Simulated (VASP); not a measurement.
# Ti (Im-3m) in VASP: single point with PBE

Aim: the single point of Ti with PBE.

Program: VASP 6.6.1. These are calculated values, not measurements. Logs are shortened: lines on timing, memory, paths and dates and some standing lists are left out, and cuts for length are marked.

### 1 The cell of the first run

The structure is cubic, space group Im-3m (No. 229). Conventional cell: a = 3.281 Å, b = 3.281 Å, c = 3.281 Å, α = 90.00°, β = 90.00°, γ = 90.00°. Within 3.7 Å of Ti (site symmetry m-3m) lie 14 Ti at 2.84 to 3.28 Å.

### 2 Single point, PBE

Input file INCAR:

```
SYSTEM = Ti
PREC = Accurate
ENCUT = 520
EDIFF = 1E-6
ISMEAR = 0
SIGMA = 0.05
LREAL = .False.
LASPH = .True.
NELM = 60
ALGO = Normal
ISIF = 2
LWAVE = .False.
LCHARG = .False.
GGA = PE
NBANDS = 12
```

Input file KPOINTS:

```
regular mesh
0
Gamma
  18 18 18
  0 0 0
```

Input file POSCAR:

```
Ti
1.0
   -1.6402841938      1.6402841938      1.6402841938
    1.6402841938     -1.6402841938      1.6402841938
    1.6402841938      1.6402841938     -1.6402841938
Ti
1
Direct
    0.0000000000      0.0000000000      0.0000000000
```

Potentials or basis: VASP PAW PBE potentials, release 64 (Ti_sv).

Run with:

```sh
$ cat potpaw_PBE.64/Ti_sv/POTCAR > POTCAR
$ mpirun -np 1 vasp_std > vasp.out
```

OUTCAR:

```text
SYSTEM = Ti
   PREC = Accurate
   ENCUT = 520
   EDIFF = 1E-6
   ISMEAR = 0
   LREAL = .False.
   LASPH = .True.
   NELM = 60
   ISIF = 2
   GGA = PE

 ion  position               nearest neighbor table
   1  0.000  0.000  0.000-

  LATTYP: Found a body centered cubic cell.
 ALAT       =     3.2805683876

  Lattice vectors:

 A1 = (  -1.6402841938,   1.6402841938,   1.6402841938)
 A2 = (   1.6402841938,  -1.6402841938,   1.6402841938)
 A3 = (   1.6402841938,   1.6402841938,  -1.6402841938)

Analysis of symmetry for initial positions (statically):
=====================================================================
 Subroutine PRICEL returns:
 Original cell was already a primitive cell.

 Routine SETGRP: Setting up the symmetry group for a
 body centered cubic supercell.

 Subroutine GETGRP returns: Found 48 space group operations
 (whereof 48 operations were pure point group operations)
 out of a pool of 48 trial point group operations.

The static configuration has the point symmetry O_h .

Analysis of symmetry for dynamics (positions and initial velocities):
=====================================================================
 Subroutine PRICEL returns:
 Original cell was already a primitive cell.

 Routine SETGRP: Setting up the symmetry group for a
 body centered cubic supercell.

 Subroutine GETGRP returns: Found 48 space group operations
 (whereof 48 operations were pure point group operations)
 out of a pool of 48 trial point group operations.

The dynamic configuration has the point symmetry O_h .

 Subroutine INISYM returns: Found 48 space group operations
 (whereof 48 operations are pure point group operations),
 and found     1 'primitive' translations

----------------------------------------------------------------------------------------

                                     Primitive cell

  volume of cell :      17.6530

  direct lattice vectors                    reciprocal lattice vectors
    -1.640284194  1.640284194  1.640284194     0.000000000  0.304825226  0.304825226
     1.640284194 -1.640284194  1.640284194     0.304825226  0.000000000  0.304825226
     1.640284194  1.640284194 -1.640284194     0.304825226  0.304825226  0.000000000

  length of vectors
     2.841055563  2.841055563  2.841055563     0.431087969  0.431087969  0.431087969

  position of ions in fractional coordinates (direct lattice)
     0.000000000  0.000000000  0.000000000

[... 82 lines left out ...]
   ISYM   =      2    0-nonsym 1-usesym 2-fastsym
   POTIM  = 0.5000    time-step for ionic-motion
   TEBEG  =    0.0;   TEEND  =   0.0 temperature during run
   PSTRESS=    0.0 pullay stress
   NELECT =      12.0000    total number of electrons
   NUPDOWN=      -1.0000    fix difference up-down
   EMIN   =  10.00;   EMAX   =-10.00  energy-range for DOS
   EFERMI =   0.00;   METHOD = LEGACY
   ISMEAR =     0;   SIGMA  =   0.05  broadening in eV -4-tet -1-fermi 0-gaus
   EFERMI_NEDOS =   21; number of points for ismear=-14 and -15
   IALGO  =     38    algorithm
   IMIX   =      4    mixing-type and parameters
     AMIX     =   0.40;   BMIX     =  1.00
     AMIX_MAG =   1.60;   BMIX_MAG =  1.00
  volume/ion in A,a.u.               =      17.65       119.13
  Fermi-wavevector in a.u.,A,eV,Ry     =   1.439449  2.720163 28.191437  2.072012
  Thomas-Fermi vector in A             =   2.558303
   LORBIT       =      0    0 simple, 1 ext, 2 COOP (PROOUT), +10 PAW based schemes
   GGA     = PE    functional components
   LHFCALC =     F    Hartree Fock is set to
   AEXX    =    0.0000 exact exchange contribution
   IVDW    =     0    specifies the selected vdW correction
   LEPSILON=     F    determine dielectric tensor
   LRPA    =     F    only Hartree local field effects (RPA)
 non-spin polarized calculation
 Gauss-broadening in eV      SIGMA  =   0.05
  energy-cutoff  :      520.00
  volume of cell :       17.65
 maximum number of plane-waves:       490
 NGX is ok and might be reduce to    24
   NGX = 11   NGY = 11   NGZ = 11

 number of electron      12.0000000 magnetization

 Free energy of the ion-electron system (eV)
  ---------------------------------------------------
  ext. energy  EPLUGINS =         0.00000000
  ---------------------------------------------------
  free energy    TOTEN  =        -7.72303475 eV

  energy without entropy =       -7.72038372  energy(sigma->0) =       -7.72170924

 E-fermi :   7.9191     XC(G=0): -11.4185

 val. band max:        7.9169062874   @ k =  -0.3889  -0.4444   0.1111
 cond. band min:       7.9282598806   @ k =  -0.2778   0.2778   0.2222
 fundamental gap:      0.0113535932
 Fermi energy:         7.9191394841

 k-point     1 :       0.0000    0.0000    0.0000
  band No.  band energies     occupation
      1     -48.6524      2.00000
      2     -24.5270      2.00000
      3     -24.5270      2.00000
      4     -24.5270      2.00000
      5       2.0007      2.00000
      6       8.8874      0.00000
      7       8.8874      0.00000
      8       8.8874      0.00000
      9      10.6084      0.00000
     10      10.6084      0.00000
     11      25.2142      0.00000
     12      25.2142      0.00000
[... 331 lines left out ...]
 k-point    24 :       0.3889    0.1111    0.0000
  band No.  band energies     occupation
      1     -48.5297      2.00000
      2     -25.1228      2.00000
      3     -24.7449      2.00000
      4     -24.5578      2.00000
      5       5.7151      2.00000
      6       7.5810      2.00000
      7       8.4092      0.00000
      8      10.5274      0.00000
      9      11.0568      0.00000
     10      12.4099      0.00000
     11      16.8599      0.00000
     12      20.8680      0.00000

 [... further k-points ...]

------------------------ aborting loop because EDIFF is reached ----------------------------------------

  FORCE on cell =-STRESS in cart. coord.  units (eV):
  Direction    XX          YY          ZZ          XY          YZ          ZX
  --------------------------------------------------------------------------------------
  -------------------------------------------------------------------------------------
  Total       -0.2803271     -0.2803271     -0.2803271      0.0000000      0.0000000     -0.0000000
  in kB      -25.4424175    -25.4424175    -25.4424175      0.0000000      0.0000000     -0.0000000
  external PRESSURE =     -25.4424175 kB  Pullay stress =       0.0000000 kB

 VOLUME and BASIS-vectors are now :
 -----------------------------------------------------------------------------
  energy-cutoff  :      520.00
  volume of cell :       17.65
      direct lattice vectors                 reciprocal lattice vectors
    -1.640284194  1.640284194  1.640284194     0.000000000  0.304825226  0.304825226
     1.640284194 -1.640284194  1.640284194     0.304825226  0.000000000  0.304825226
     1.640284194  1.640284194 -1.640284194     0.304825226  0.304825226  0.000000000

 POSITION                                       TOTAL-FORCE (eV/Angst)
 -----------------------------------------------------------------------------------
      0.00000      0.00000      0.00000        -0.000000      0.000000      0.000000
 -----------------------------------------------------------------------------------
    total drift:                                0.000000      0.000000      0.000000

  FREE ENERGIE OF THE ION-ELECTRON SYSTEM (eV)
  ---------------------------------------------------
  free  energy   TOTEN  =        -7.7230347516 eV

  energy  without entropy=       -7.7203837237  energy(sigma->0) =       -7.72170924
```

OSZICAR:

```text
N       E                     dE             d eps       ncg     rms          rms(c)
DAV:   1     0.873555947468E+02    0.87356E+02   -0.65442E+03  4688   0.120E+03
DAV:   2    -0.433469246671E+01   -0.91690E+02   -0.89294E+02  4780   0.296E+02
DAV:   3    -0.869656969682E+01   -0.43619E+01   -0.43129E+01  6496   0.657E+01
DAV:   4    -0.879194260981E+01   -0.95373E-01   -0.95227E-01  5344   0.836E+00
DAV:   5    -0.879424546714E+01   -0.23029E-02   -0.23028E-02  5512   0.114E+00    0.817E+00
DAV:   6    -0.771571534804E+01    0.10785E+01   -0.26803E+00  5084   0.227E+01    0.203E+00
DAV:   7    -0.771386123042E+01    0.18541E-02   -0.67723E-02  5520   0.268E+00    0.124E+00
DAV:   8    -0.772260693084E+01   -0.87457E-02   -0.34494E-02  4972   0.205E+00    0.858E-02
DAV:   9    -0.772300310871E+01   -0.39618E-03   -0.18720E-03  5540   0.370E-01    0.686E-02
DAV:  10    -0.772305695831E+01   -0.53850E-04   -0.22506E-04  5044   0.144E-01    0.153E-02
DAV:  11    -0.772303329041E+01    0.23668E-04   -0.25554E-05  5596   0.729E-02    0.594E-03
DAV:  12    -0.772303442027E+01   -0.11299E-05   -0.99453E-07  4020   0.120E-02    0.101E-03
DAV:  13    -0.772303475161E+01   -0.33134E-06   -0.42022E-07  3028   0.446E-03
   1 F= -.77230348E+01 E0= -.77217092E+01  d E =-.265103E-02
```

stdout:

```text
POSCAR found type information on POSCAR Ti
 POSCAR found :  1 types and       1 ions
 scaLAPACK will be used
 LDA part: xc-table for (Slater+PW92), standard interpolation
 POSCAR, INCAR and KPOINTS ok, starting setup
 FFT: planning ... GRIDC
 FFT: planning ... GRID_SOFT
 FFT: planning ... GRID
 WAVECAR not read
 entering main loop
```

Run time: 11 s. Hardware: 1 thread of Intel Xeon 6975P-C (Granite Rapids), shared host; peak memory 0.17 GiB.

What came out:

| Quantity | Value |
| --- | --- |
| Free energy | -7.7230 eV |
| Pressure | -2.5 GPa |
| Band gap on the k mesh | zero (band 6 reaches 8.89 eV, above the bottom of band 7 at 7.32 eV) |
